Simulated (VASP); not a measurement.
A run of VASP 6.6.1 is set up as follows.

Contents of POSCAR:

```
Tc
1.0
    0.0000000000      1.9363261565      1.9363261565
    1.9363261565      0.0000000000      1.9363261565
    1.9363261565      1.9363261565      0.0000000000
Tc
1
Direct
    0.0000000000      0.0000000000      0.0000000000
```

File INCAR.step1:

```
PREC = Accurate ; ENCUT = 520
ISMEAR = 0 ; SIGMA = 0.05
LREAL = False ; LASPH = True
NELM = 100 ; NBANDS = 12
GGA = PE ; ALGO = Normal
EDIFF = 1E-4 ; LWAVE = True
LCHARG = False
```

File INCAR.step2:

```
PREC = Accurate ; ENCUT = 520
EDIFF = 1E-6 ; ISMEAR = 0
SIGMA = 0.05 ; LREAL = False
LASPH = True ; NELM = 100
ALGO = Normal ; ISIF = 2
LWAVE = False ; LCHARG = True
METAGGA = R2SCAN ; LMIXTAU = True
LELF = True ; LVHAR = True
NBANDS = 12 ; ISTART = 1
```

Contents of KPOINTS:

```
Automatic mesh
0
Gamma
  18 18 18
```

Potentials or basis: VASP PAW PBE potentials, release 64 (Tc_pv).

Launch:

```console
$ cat potpaw_PBE.64/Tc_pv/POTCAR > POTCAR
$ cp INCAR.step1 INCAR
$ mpirun -np 1 vasp_std > vasp.out
$ cp INCAR.step2 INCAR
$ mpirun -np 1 vasp_std > vasp.out
```

(1) Estimate the pressure.

Results:

(1) -4.8 GPa.

Caveat: the PAW data sets were made with another functional, which shifts forces and pressure a little.
